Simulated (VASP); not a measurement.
A run of VASP 6.6.1 is set up as follows.

Contents of INCAR:

```
  PREC = Accurate
  ENCUT = 520
  EDIFF = 1E-6
  ISMEAR = -1
  SIGMA = 0.02
  LREAL = False
  LASPH = True
  NELM = 100
  ALGO = Normal
  ISIF = 2
  LWAVE = False
  LCHARG = True
  GGA = PE
  LELF = True
  LVHAR = True
  NBANDS = 11
```

File KPOINTS:

```
regular mesh
0
Gamma
  7 7 7
```

File POSCAR:

```
BAs
1.0
    0.0000000000      2.3885000000      2.3885000000
    2.3885000000      0.0000000000      2.3885000000
    2.3885000000      2.3885000000      0.0000000000
As B
1 1
Direct
    0.7500000000      0.7500000000      0.7500000000
    0.0000000000      0.0000000000      0.0000000000
```

Potentials or basis: VASP PAW PBE potentials, release 64 (As, B).

Run with:

```sh
$ cat potpaw_PBE.64/As/POTCAR potpaw_PBE.64/B/POTCAR > POTCAR
$ mpirun -np 1 vasp_std > vasp.out
```

Problem. Predict the band gap on the k mesh.

Solution. 1.20 eV, indirect (least direct gap 3.28 eV).

Problem. What does it give for the pressure?

Solution. 3.4 GPa.

A k mesh can miss the band edges.
